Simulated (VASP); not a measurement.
## As2H: single point with PBE+D3(BJ)

System: As2H, a slab with vacuum.

```
CELL_PARAMETERS angstrom
3.57134 0.00000 0.00000
-1.78567 3.09287 0.00000
0.00000 0.00000 18.39764
ATOMIC_POSITIONS crystal
As 0.33333 0.66667 0.29339
As 0.66667 0.33333 0.21742
H 0.83333 0.66667 0.43199
```

```yaml
Program: VASP 6.6.1
Task: single point
Functional: PBE
Dispersion: D3(BJ)
Potentials_or_basis: VASP PAW PBE potentials, release 64 (As, H)
Cutoff: 520 eV
k_mesh: 9 × 9 × 1
Occupations: gaussian, width 0.05 eV
Spin: collinear spin
Starting_moments: "[0.0, 0.0, 1.0] μB"
Dipole_correction: yes
Further_INCAR_settings: ALGO = Normal; EDIFF = 1e-07; NBANDS = 16
```

```json
{
  "Largest force": "0.170 eV/Å",
  "Band gap on the k mesh": "1.25 eV (least direct gap 1.54 eV)",
  "Net moment": "1.00 μB per cell",
  "Site moments": "As +0.02, +0.03; H +0.36 μB",
  "Valence electrons inside the program's atomic spheres": "As 2.71, 2.72; H 0.38",
  "Dispersion energy per atom": "-0.163 eV"
}
```

Forces in eV/Å, atoms in the order of the input:
```
As   0.000  0.002  0.170
As   0.000 -0.003 -0.070
H    0.000  0.000 -0.100
```

Levels at points of the mesh, in eV from the valence-band top:
Spin up:
| k point | band 2 | band 3 | band 4 | band 5 | band 6 | band 7 | band 8 | band 9 | band 10 | band 11 |
| --- | --- | --- | --- | --- | --- | --- | --- | --- | --- | --- |
| (0.00, 0.00, 0.00) | -7.36 | -2.93 | -0.21 | -0.03 | -0.03 | 2.19 | 3.49 | 3.49 | 4.85 | 5.26 |
Spin down:
| k point | band 3 | band 4 | band 5 | band 6 | band 7 | band 8 |
| --- | --- | --- | --- | --- | --- | --- |
| (0.00, 0.00, 0.00) | -0.97 | 0.00 | 0.00 | 1.54 | 2.77 | 3.52 |

It took 3.6 min on 1 thread of AMD EPYC 9R45 96-Core Processor (Zen 5), with other jobs on the host, peak memory 0.44 GiB.
